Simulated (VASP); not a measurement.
## InSb: single point with PBEsol

Crystal: InSb.

```xyz
2
Lattice="0.0000 3.2391 3.4982 3.2391 0.0000 3.4982 3.2391 3.2391 0.0000" Properties=species:S:1:pos:R:3 pbc="T T T"
In    0.0000    0.0000    0.0000
Sb    4.8586    4.8586    5.2473
```

This cell differs from its parent crystal: strain +0.000 along x and y, +0.080 along z.

| Property | Result |
| --- | --- |
| Program | VASP 6.6.1 |
| Task | single point |
| Functional | PBEsol |
| Potentials or basis | VASP PAW PBE potentials, release 64 (In_d, Sb) |
| Cutoff | 520 eV |
| k mesh | 12 × 12 × 12 |
| Occupations | gaussian, width 0.15 eV |
| Spin | no spin polarisation |

| Property | Result |
| --- | --- |
| Pressure | -2.2 GPa |
| Band gap on the k mesh | zero (filled and empty bands touch) |

Stress tensor (GPa, compression positive):
```
-1.39  0.00  0.00
 0.00 -1.39  0.00
 0.00  0.00 -3.80
```

Levels at points of the mesh, in eV from the Fermi level:
```
           k point  band 7  band 8  band 9  band 10  band 11  band 12
(0.00, 0.00, 0.00)   -0.90   -0.45   -0.05    -0.05     2.73     2.73
(0.50, 0.00, 0.00)   -5.49   -1.31   -0.83     0.11     3.48     3.76
(0.50, 0.50, 0.00)   -6.01   -1.95   -1.95     1.45     1.48     7.42
(0.50, 0.00, 0.50)   -5.70   -2.34   -2.30     0.95     1.10     7.18
```

Wall time 2.7 min on 1 thread of Intel Xeon 6975P-C, on a shared host, peak memory 0.35 GiB.

Caveat: the cell differs from its parent crystal (strain +0.000 along x and y, +0.080 along z); the PAW data sets were made with another functional, which shifts forces and pressure a little; spin-orbit coupling is left out, which moves the levels of the heavy elements.
